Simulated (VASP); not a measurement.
RbCaH3:

```
CELL_PARAMETERS angstrom
4.54028 0.00000 0.00000
0.00000 4.54028 0.00000
0.00000 0.00000 4.54028
ATOMIC_POSITIONS crystal
Rb 0.00000 0.00000 0.00000
Ca 0.50000 0.50000 0.50000
H 0.00000 0.50000 0.50000
H 0.50000 0.00000 0.50000
H 0.50000 0.50000 0.00000
```

- Program: VASP 6.6.1
- Task: relaxation of cell and atoms
- Functional: LDA
- Potentials or basis: VASP PAW LDA potentials, release 64 (Rb_sv, Ca_sv, H)
- Cutoff: 600 eV
- k mesh: 6 × 6 × 6
- Occupations: gaussian, width 0.02 eV
- Spin: no spin polarisation

At the start: pressure -2.2 GPa; volume 18.72 Å³/atom.

How do energy, volume and symmetry change on relaxing?

Over 4 steps the energy falls by 12.3 meV/atom and the volume is 17.08 Å³/atom (-8.8 %); space group Pm-3m (No. 221, to 0.05 Å).

Step by step:
| step | energy change (eV) | largest force (eV/Å) | pressure (GPa) | volume (Å³) |
| --- | --- | --- | --- | --- |
| 1 | 0.0000 | 0.0000 | -2.24 | 93.59 |
| 2 | -0.0402 | 0.0000 | -1.40 | 90.09 |
| 3 | -0.0613 | 0.0000 | -0.16 | 85.89 |
| 4 | -0.0616 | 0.0000 | 0.00 | 85.38 |

Final structure:
```
CELL_PARAMETERS angstrom
4.40339 0.00000 0.00000
0.00000 4.40339 0.00000
0.00000 0.00000 4.40339
ATOMIC_POSITIONS crystal
Rb 0.00000 0.00000 0.00000
Ca 0.50000 0.50000 0.50000
H 0.00000 0.50000 0.50000
H 0.50000 0.00000 0.50000
H 0.50000 0.50000 0.00000
```
